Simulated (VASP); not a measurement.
Here is a VASP 6.6.1 calculation.

INCAR

```
SYSTEM = Bi
PREC = Accurate
ENCUT = 500
EDIFF = 1E-6
ISMEAR = 0
SIGMA = 0.1
LREAL = .False.
LASPH = .True.
NELM = 120
ALGO = Normal
ISIF = 2
LWAVE = .False.
LCHARG = .True.
LELF = .True.
LVHAR = .True.
NBANDS = 14
GGA_COMPAT = .False.
```

Contents of KPOINTS:

```
Automatic mesh
0
Gamma
  8 8 8
  0 0 0
```

Contents of POSCAR:

```
Bi
1.0
   -1.8192974160      1.8192974160      1.8192974160
    1.8192974160     -1.8192974160      1.8192974160
    1.8192974160      1.8192974160     -1.8192974160
Bi
1
Direct
    0.0000000000      0.0000000000      0.0000000000
```

Potentials or basis: VASP PAW LDA potentials, release 64 (Bi_d).

Launch:

```bash
$ cat potpaw_LDA.64/Bi_d/POTCAR > POTCAR
$ mpirun -np 1 vasp_std > vasp.out
```

Problem. What does it give for the pressure?

Solution. 20.5 GPa.
